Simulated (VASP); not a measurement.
A run of VASP 6.6.1 is set up as follows.

The input INCAR:

```
ALGO = Fast ; EDIFF = 1E-7
ENCUT = 520 ; GGA = PE
ISIF = 2 ; ISMEAR = 0
LASPH = True ; LCHARG = True
LELF = True ; LREAL = False
LVHAR = True ; LWAVE = False
NBANDS = 12 ; NELM = 100
PREC = Accurate ; SIGMA = 0.016
```

The input KPOINTS:

```
k-points
0
Gamma
  10 10 3
```

Contents of POSCAR:

```
Mg
1.0
    3.1768261656      0.0000000000      0.0000000000
   -1.5884130828      2.7512121628      0.0000000000
    0.0000000000      0.0000000000     10.3188620100
Mg
4
Direct
    0.6666666667      0.3333333333      0.7500000000
    0.0000000000      0.0000000000      0.5000000000
    0.3333333333      0.6666666667      0.2500000000
    0.0000000000      0.0000000000      0.0000000000
```

Potentials or basis: VASP PAW PBE potentials, release 64 (Mg).

Command:

```sh
$ cat potpaw_PBE.64/Mg/POTCAR > POTCAR
$ mpirun -np 1 vasp_std > vasp.out
```

Problem. What does it give for the pressure?

Solution. 0.8 GPa.

Problem. Estimate the band gap on the k mesh.

Solution. Zero (band 4 reaches 3.37 eV, above the bottom of band 5 at 1.48 eV).

Stress tensor (GPa, compression positive):
```
0.38 0.00 0.00
0.00 0.38 0.00
0.00 0.00 1.76
```
